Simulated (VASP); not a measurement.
# GaN (I-4m2) in VASP: further runs, part 2 of 2

VASP 6.6.1. Earlier steps stand in the parts before.

## 3. Single point, PBE (strain +0.025 along x and y, -0.025 along z)

File INCAR:

```
PREC = Accurate
ENCUT = 520
EDIFF = 1E-7
ISMEAR = 0
SIGMA = 0.05
LREAL = F
LASPH = T
NELM = 60
ALGO = Normal
ISIF = 2
LWAVE = F
LCHARG = F
GGA = PE
NBANDS = 16
```

File KPOINTS:

```
Automatic mesh
0
Gamma
  10 10 10
```

File POSCAR:

```
GaN
1.0
    0.0000000000      2.3098381227      2.1971630923
    2.3098381227      0.0000000000      2.1971630923
    2.3098381227      2.3098381227      0.0000000000
Ga N
1 1
Direct
    0.0000000000      0.0000000000      0.0000000000
    0.7500000000      0.7500000000      0.7500000000
```

Potentials or basis: VASP PAW PBE potentials, release 64 (Ga_d, N).

On the command line:

```sh
$ cat potpaw_PBE.64/Ga_d/POTCAR potpaw_PBE.64/N/POTCAR > POTCAR
$ mpirun -np 1 vasp_std > vasp.out
```

OUTCAR:

```text
PREC = Accurate
   ENCUT = 520
   EDIFF = 1E-7
   ISMEAR = 0
   LREAL = F
   LASPH = T
   NELM = 60
   ISIF = 2
   GGA = PE

 ion  position               nearest neighbor table
   1  0.000  0.000  0.000-   2 1.97   2 1.97   2 1.97   2 1.97
   2  0.750  0.750  0.750-   1 1.97   1 1.97   1 1.97   1 1.97

  LATTYP: Found a body centered tetragonal cell.
 ALAT       =     3.2666044000
 C/A-ratio  =     1.3452275349

  Lattice vectors:

 A1 = (   0.0000000000,  -2.3098381227,  -2.1971630923)
 A2 = (   0.0000000000,   2.3098381227,  -2.1971630923)
 A3 = (   2.3098381227,   0.0000000000,   2.1971630923)

Analysis of symmetry for initial positions (statically):
=====================================================================
 Subroutine PRICEL returns:
 Original cell was already a primitive cell.

 Routine SETGRP: Setting up the symmetry group for a
 body centered tetragonal supercell.

 Subroutine GETGRP returns: Found  8 space group operations
 (whereof  8 operations were pure point group operations)
 out of a pool of 16 trial point group operations.

The static configuration has the point symmetry D_2d.

Analysis of symmetry for dynamics (positions and initial velocities):
=====================================================================
 Subroutine PRICEL returns:
 Original cell was already a primitive cell.

 Routine SETGRP: Setting up the symmetry group for a
 body centered tetragonal supercell.

 Subroutine GETGRP returns: Found  8 space group operations
 (whereof  8 operations were pure point group operations)
 out of a pool of 16 trial point group operations.

The dynamic configuration has the point symmetry D_2d.

 Subroutine INISYM returns: Found  8 space group operations
 (whereof  8 operations are pure point group operations),
 and found     1 'primitive' translations

----------------------------------------------------------------------------------------

[... 105 lines left out ...]
   EMIN   =  10.00;   EMAX   =-10.00  energy-range for DOS
   EFERMI =   0.00;   METHOD = LEGACY
   ISMEAR =     0;   SIGMA  =   0.05  broadening in eV -4-tet -1-fermi 0-gaus
   EFERMI_NEDOS =   21; number of points for ismear=-14 and -15
   IALGO  =     38    algorithm
   IMIX   =      4    mixing-type and parameters
     AMIX     =   0.40;   BMIX     =  1.00
     AMIX_MAG =   1.60;   BMIX_MAG =  1.00
  volume/ion in A,a.u.               =      11.72        79.11
  Fermi-wavevector in a.u.,A,eV,Ry     =   1.499042  2.832779 30.574028  2.247128
  Thomas-Fermi vector in A             =   2.610723
   LORBIT       =      0    0 simple, 1 ext, 2 COOP (PROOUT), +10 PAW based schemes
   GGA     = PE    functional components
   LHFCALC =     F    Hartree Fock is set to
   AEXX    =    0.0000 exact exchange contribution
   IVDW    =     0    specifies the selected vdW correction
   LEPSILON=     F    determine dielectric tensor
   LRPA    =     F    only Hartree local field effects (RPA)
 non-spin polarized calculation
 Gauss-broadening in eV      SIGMA  =   0.05
  energy-cutoff  :      520.00
  volume of cell :       23.45
 maximum number of plane-waves:       644
   NGX = 11   NGY = 11   NGZ = 13

 number of electron      17.9999993 magnetization

 Free energy of the ion-electron system (eV)
  ---------------------------------------------------
  ext. energy  EPLUGINS =         0.00000000
  ---------------------------------------------------
  free energy    TOTEN  =       -12.13951812 eV

  energy without entropy =      -12.13951812  energy(sigma->0) =      -12.13951812

 E-fermi :   5.4789     XC(G=0): -11.5416

 val. band max:        5.1618488032   @ k =   0.0000   0.0000   0.0000
 cond. band min:       6.5845806905   @ k =   0.0000   0.0000   0.0000
 fundamental gap:      1.4227318872
 Fermi energy:         5.4788962016

 k-point     1 :       0.0000    0.0000    0.0000
  band No.  band energies     occupation
      1     -10.7032      2.00000
      2      -8.4211      2.00000
      3      -8.4211      2.00000
      4      -8.3721      2.00000
      5      -8.1117      2.00000
      6      -8.1111      2.00000
[... 433 lines left out ...]
      3      -8.2079      2.00000
      4      -8.2059      2.00000
      5      -8.0426      2.00000
      6      -7.0368      2.00000
[... 8 lines left out ...]
     15      26.7425      0.00000
     16      26.7638      0.00000

 [... further k-points ...]
[... 5 lines left out ...]
  --------------------------------------------------------------------------------------
  -------------------------------------------------------------------------------------
  Total       -0.1909001     -0.1909001      0.6068640      0.0000000      0.0000000      0.0000000
  in kB      -13.0455162    -13.0455162     41.4711966      0.0000000      0.0000000      0.0000000
  external PRESSURE =       5.1267214 kB  Pullay stress =       0.0000000 kB

 VOLUME and BASIS-vectors are now :
 -----------------------------------------------------------------------------
  energy-cutoff  :      520.00
  volume of cell :       23.45
      direct lattice vectors                 reciprocal lattice vectors
     0.000000000  2.309838123  2.197163092    -0.216465386  0.216465386  0.227566175
     2.309838123  0.000000000  2.197163092     0.216465386 -0.216465386  0.227566175
     2.309838123  2.309838123  0.000000000     0.216465386  0.216465386 -0.227566175

 POSITION                                       TOTAL-FORCE (eV/Angst)
 -----------------------------------------------------------------------------------
      0.00000      0.00000      0.00000        -0.000000     -0.000000      0.000000
      3.46476      3.46476      3.29574         0.000000      0.000000      0.000000
 -----------------------------------------------------------------------------------
    total drift:                               -0.000002     -0.000002     -0.000001

  FREE ENERGIE OF THE ION-ELECTRON SYSTEM (eV)
  ---------------------------------------------------
  free  energy   TOTEN  =       -12.1395181155 eV

  energy  without entropy=      -12.1395181155  energy(sigma->0) =      -12.13951812
```

stdout:

```text
POSCAR found type information on POSCAR GaN
 POSCAR found :  2 types and       2 ions
 scaLAPACK will be used
 LDA part: xc-table for (Slater+PW92), standard interpolation
 POSCAR, INCAR and KPOINTS ok, starting setup
 FFT: planning ... GRIDC
 FFT: planning ... GRID_SOFT
 FFT: planning ... GRID
 WAVECAR not read
 entering main loop
```

Wall time 25 s (1 thread of Intel Xeon 6975P-C, shared host); peak memory 0.16 GiB.

What came out:

| Property | Result |
| --- | --- |
| Free energy | -12.1395 eV |
| Pressure | 0.5 GPa |
| Band gap on the k mesh | 1.42 eV, direct |

Caveat: the cell differs from its parent crystal (strain +0.025 along x and y, -0.025 along z).

## 4. Single point, PBE (strain +0.050 along x and y, -0.050 along z)

File INCAR:

```
SYSTEM = GaN
PREC     = Accurate       ! precision mode
ENCUT    = 520            ! plane-wave cutoff, eV
EDIFF    = 1E-6           ! SCF threshold, eV
ISMEAR   = 0              ! smearing method
SIGMA    = 0.05           ! smearing width, eV
LREAL    = .False.        ! projectors in reciprocal space
LASPH    = .True.         ! aspherical terms in the spheres
NELM     = 60             ! most SCF steps
ALGO     = Normal         ! electronic algorithm
ISIF     = 2              ! what is computed and relaxed
LWAVE    = .False.        ! write WAVECAR
LCHARG   = .False.        ! write CHGCAR
GGA      = PE             ! functional
NBANDS   = 16             ! bands
```

File KPOINTS:

```
Automatic mesh
0
Gamma
  10 10 10
  0 0 0
```

File POSCAR:

```
GaN
1.0
    0.0000000000      2.3661756379      2.1408255771
    2.3661756379      0.0000000000      2.1408255771
    2.3661756379      2.3661756379      0.0000000000
Ga N
1 1
Direct
    0.0000000000      0.0000000000      0.0000000000
    0.7500000000      0.7500000000      0.7500000000
```

On the command line:

```sh
$ cat potpaw_PBE.64/Ga_d/POTCAR potpaw_PBE.64/N/POTCAR > POTCAR
$ mpirun -np 1 vasp_std > vasp.out
```

Run time: 23 s. Hardware: 1 thread of Intel Xeon 6975P-C, shared host; peak memory 0.17 GiB.

It converged, with:

| Quantity | Value |
| --- | --- |
| Free energy | -12.0963 eV |
| Pressure | -3.6 GPa |
| Band gap on the k mesh | 1.14 eV, direct |

Stress tensor (GPa, compression positive):
```
-6.87  0.00  0.00
 0.00 -6.87  0.00
 0.00  0.00  3.08
```

Levels at points of the mesh, in eV from the valence-band top:
```tsv
k point	band 6	band 7	band 8	band 9	band 10	band 11	band 12	band 13
(0.00, 0.00, 0.00)	-13.41	-0.38	-0.38	0.00	1.14	9.63	9.92	9.92
(0.50, 0.00, 0.00)	-12.15	-6.96	-1.48	-0.84	3.87	8.28	9.21	10.82
(0.50, 0.50, 0.00)	-11.39	-5.47	-3.24	-3.24	2.79	5.08	12.00	12.87
(0.50, 0.00, 0.50)	-11.88	-6.51	-2.52	-2.48	3.32	6.65	10.69	12.32
```

Caveat: the cell differs from its parent crystal (strain +0.050 along x and y, -0.050 along z).

## 5. Single point, PBE (strain +0.050 along x and y, -0.025 along z)

File INCAR:

```
SYSTEM = GaN
  PREC = Accurate
  ENCUT = 520
  EDIFF = 1E-6
  ISMEAR = 0
  SIGMA = 0.05
  LREAL = .FALSE.
  LASPH = .TRUE.
  NELM = 80
  ALGO = Normal
  ISIF = 2
  LWAVE = .FALSE.
  LCHARG = .FALSE.
  GGA = PE
  NBANDS = 16
```

File KPOINTS:

```
Automatic mesh
0
G
  10 10 10
  0 0 0
```

File POSCAR:

```
GaN
1.0
    0.0000000000      2.3661756379      2.1971630923
    2.3661756379      0.0000000000      2.1971630923
    2.3661756379      2.3661756379      0.0000000000
Ga N
1 1
Direct
    0.0000000000      0.0000000000      0.0000000000
    0.7500000000      0.7500000000      0.7500000000
```

On the command line:

```sh
$ cat potpaw_PBE.64/Ga_d/POTCAR potpaw_PBE.64/N/POTCAR > POTCAR
$ mpirun -np 1 vasp_std > vasp.out
```

Run time: 26 s. Hardware: 1 thread of Intel Xeon 6975P-C, shared host; peak memory 0.17 GiB.

Results (log left out):

```yaml
Free_energy: -12.0989 eV
Pressure: -7.1 GPa
Band_gap_on_the_k_mesh: 1.05 eV, direct
```

Stress tensor (GPa, compression positive):
```
-9.72  0.00  0.00
 0.00 -9.72  0.00
 0.00  0.00 -1.82
```

Levels at points of the mesh, in eV from the valence-band top:
| k point | band 6 | band 7 | band 8 | band 9 | band 10 | band 11 | band 12 | band 13 |
| --- | --- | --- | --- | --- | --- | --- | --- | --- |
| (0.00, 0.00, 0.00) | -13.36 | -0.29 | -0.29 | 0.00 | 1.05 | 9.55 | 9.77 | 9.77 |
| (0.50, 0.00, 0.00) | -12.09 | -6.76 | -1.31 | -0.83 | 3.85 | 8.18 | 9.31 | 10.43 |
| (0.50, 0.50, 0.00) | -11.42 | -5.51 | -2.98 | -2.98 | 2.91 | 5.28 | 11.64 | 12.76 |
| (0.50, 0.00, 0.50) | -11.77 | -6.27 | -2.46 | -2.44 | 3.30 | 6.39 | 10.72 | 12.36 |

Caveat: the cell differs from its parent crystal (strain +0.050 along x and y, -0.025 along z).

## 6. Single point, PBE (strain +0.050 along x and y, +0.000 along z)

File INCAR:

```
SYSTEM = GaN
  PREC = Accurate
  ENCUT = 520
  EDIFF = 1E-6
  ISMEAR = 0
  SIGMA = 0.05
  LREAL = .FALSE.
  LASPH = .TRUE.
  NELM = 60
  ALGO = Normal
  ISIF = 2
  LWAVE = .FALSE.
  LCHARG = .TRUE.
  GGA = PE
  LELF = .TRUE.
  LVHAR = .TRUE.
  NBANDS = 16
```

KPOINTS is that of step 5.

File POSCAR:

```
GaN
1.0
    0.0000000000      2.3661756379      2.2535006075
    2.3661756379      0.0000000000      2.2535006075
    2.3661756379      2.3661756379      0.0000000000
Ga N
1 1
Direct
    0.0000000000      0.0000000000      0.0000000000
    0.7500000000      0.7500000000      0.7500000000
```

Potentials or basis: VASP PAW PBE potentials, release 64 (Ga_d, N).

On the command line:

```sh
$ cat potpaw_PBE.64/Ga_d/POTCAR potpaw_PBE.64/N/POTCAR > POTCAR
$ mpirun -np 1 vasp_std > vasp.out
```

Run time: 24 s. Hardware: 1 thread of Intel Xeon 6975P-C, shared host; peak memory 0.17 GiB.

The run converged. Its results:

```
Free energy            : -12.0827 eV
Pressure               : -10.2 GPa
Band gap on the k mesh : 0.96 eV, direct
```

Stress tensor (GPa, compression positive):
```
-12.05   0.00   0.00
  0.00 -12.05   0.00
  0.00   0.00  -6.54
```

Levels at points of the mesh, in eV from the valence-band top:
```csv
k point,band 5,band 6,band 7,band 8,band 9,band 10,band 11,band 12,band 13,band 14
"(0.00, 0.00, 0.00)",-13.31,-13.30,-0.20,-0.20,0.00,0.96,9.48,9.63,9.63,16.17
"(0.50, 0.00, 0.00)",-13.25,-12.03,-6.56,-1.14,-0.82,3.80,8.10,9.41,10.10,14.68
"(0.50, 0.50, 0.00)",-13.23,-11.45,-5.54,-2.73,-2.73,3.03,5.46,11.31,12.66,12.66
"(0.50, 0.00, 0.50)",-13.25,-11.67,-6.03,-2.39,-2.38,3.29,6.16,10.74,12.39,13.37
```

Caveat: the cell differs from its parent crystal (strain +0.050 along x and y, +0.000 along z).

## 7. The runs side by side

```tsv
cell	gap on the mesh (eV)	pressure (GPa)
a = 3.149, b = 3.149, c = 3.267 Å, angles 58.8, 58.8, 62.5°, 2 atoms	1.52	5.0
a = 3.188, b = 3.188, c = 3.267 Å, angles 59.2, 59.2, 61.6°, 2 atoms	1.42	0.5
a = 3.191, b = 3.191, c = 3.346 Å, angles 58.4, 58.4, 63.2°, 2 atoms	1.14	-3.6
a = 3.229, b = 3.229, c = 3.346 Å, angles 58.8, 58.8, 62.4°, 2 atoms	1.05	-7.1
a = 3.268, b = 3.268, c = 3.346 Å, angles 59.2, 59.2, 61.6°, 2 atoms	0.96	-10.2
```

Alike in all rows: task single point; level PBE; potentials or basis VASP PAW PBE potentials, release 64 (Ga_d, N); no spin polarisation; k mesh 10 × 10 × 10; cutoff (eV) 520; smearing gaussian 0.05 eV.

Absolute energies hang on the potentials; compare differences alone.
